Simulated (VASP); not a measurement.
Runs of VASP 6.6.1 on TlCl. The structure is that of space group Pm-3m (No. 221), or close to it. The cells are those of the table. 

```csv
task,cell,gap on the mesh (eV),pressure (GPa)
relaxation of cell and atoms,"relaxed to 1 GPa from a = 3.769 Å, 2 atoms",1.71,1.0
single point,"a = 3.643 Å, 2 atoms",1.49,(a)
single point,"a = 3.460 Å, 2 atoms",0.72,14.9
single point,"a = 3.579 Å, 2 atoms",1.32,(b)
relaxation of cell and atoms,"relaxed to 15 GPa from a = 3.769 Å, 2 atoms",0.72,15.0
relaxation of cell and atoms,"relaxed to 7 GPa from a = 3.769 Å, 2 atoms",1.32,7.0
relaxation of cell and atoms,"relaxed to 2 GPa from a = 3.769 Å, 2 atoms",1.63,2.0
single point,"a = 3.528 Å, 2 atoms",1.11,9.9
single point,"a = 3.731 Å, 2 atoms",1.71,0.9
relaxation of cell and atoms,"relaxed to 10 GPa from a = 3.769 Å, 2 atoms",1.11,10.0
single point,"a = 3.697 Å, 2 atoms",1.63,2.0
relaxation of cell and atoms,"relaxed to 4 GPa from a = 3.769 Å, 2 atoms",1.49,4.0
```

Alike in all rows: level PBEsol; potentials or basis VASP PAW PBE potentials, release 64 (Tl_d, Cl); no spin polarisation; k mesh 6 × 6 × 6; cutoff (eV) 500; smearing gaussian 0.01 eV.

Task: Estimate the missing entries.

Result: (a) 3.9; (b) 6.9.

Caveats: the PAW data sets were made with another functional, which shifts forces and pressure a little; spin-orbit coupling is left out, which moves the levels of the heavy elements; the cell is relaxed towards a set pressure, so the run minimises the enthalpy, not the energy (at least some runs); the cell stands under pressure (at least some runs).

A k mesh can miss the band edges, and the runs leave out spin-orbit coupling on Tl.
